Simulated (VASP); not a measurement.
Crystal: PbO.

```
Pb O
1.0
     3.99000    0.00000    0.00000
     0.00000    3.99000    0.00000
     0.00000    0.00000    5.01000
Pb O
2 2
Direct
  0.50000 0.00000 0.76000
  0.00000 0.50000 0.24000
  0.50000 0.50000 0.00000
  0.00000 0.00000 0.00000
```

* Program: VASP 6.6.1
* Task: relaxation of cell and atoms
* Functional: PBE
* Potentials or basis: VASP PAW PBE potentials, release 64 (Pb_d, O)
* Cutoff: 840 eV
* k mesh: 7 × 7 × 6
* Occupations: gaussian, width 0.03 eV
* Spin: no spin polarisation

At the start: pressure 3.1 GPa; volume 19.94 Å³/atom.

**Question.** Where does the relaxation end?

**Answer.** Over 45 steps the energy falls by 20.0 meV/atom and the volume is 23.04 Å³/atom (+15.5 %); space group P4/nmm (No. 129, to 0.1 Å) before and after.

The path:
```tsv
step	energy change (eV)	largest force (eV/Å)	pressure (GPa)	volume (Å³)
1	0.0000	0.0221	3.12	79.76
3	-0.0296	0.4344	-0.01	82.80
5	-0.0497	0.0144	0.16	84.99
7	-0.0635	0.0503	-0.23	87.41
9	-0.0721	0.1479	0.60	90.51
11	-0.0737	0.0160	0.04	90.79
13	-0.0737	0.0013	0.04	90.82
15	-0.0737	0.0008	0.04	90.82
17	-0.0737	0.0137	-0.03	90.92
19	-0.0737	0.0069	0.00	90.87
21	-0.0737	0.0022	0.01	90.95
23	-0.0737	0.0025	-0.02	91.03
25	-0.0737	0.0001	0.00	91.07
27	-0.0738	0.0002	0.00	91.16
29	-0.0796	0.0199	-0.03	91.29
31	-0.0796	0.0125	0.00	91.31
33	-0.0798	0.0172	0.07	91.69
35	-0.0798	0.0276	0.09	91.83
37	-0.0797	0.0242	0.06	91.92
39	-0.0798	0.0090	-0.04	92.31
41	-0.0798	0.0120	-0.01	92.23
43	-0.0798	0.0065	-0.02	92.20
45	-0.0800	0.0013	0.00	92.15
```

Final structure:
```xyz
4
Lattice="4.0588 0.0000 0.0000 0.0000 4.0588 0.0000 0.0000 0.0000 5.5939" Properties=species:S:1:pos:R:3 pbc="T T T"
Pb    2.0294    0.0000    4.4027
Pb    0.0000    2.0294    1.1912
O     2.0294    2.0294    0.0000
O     0.0000    0.0000    0.0000
```

Caveat: the volume moved by over 15 % at a fixed basis, so the end points are rough.
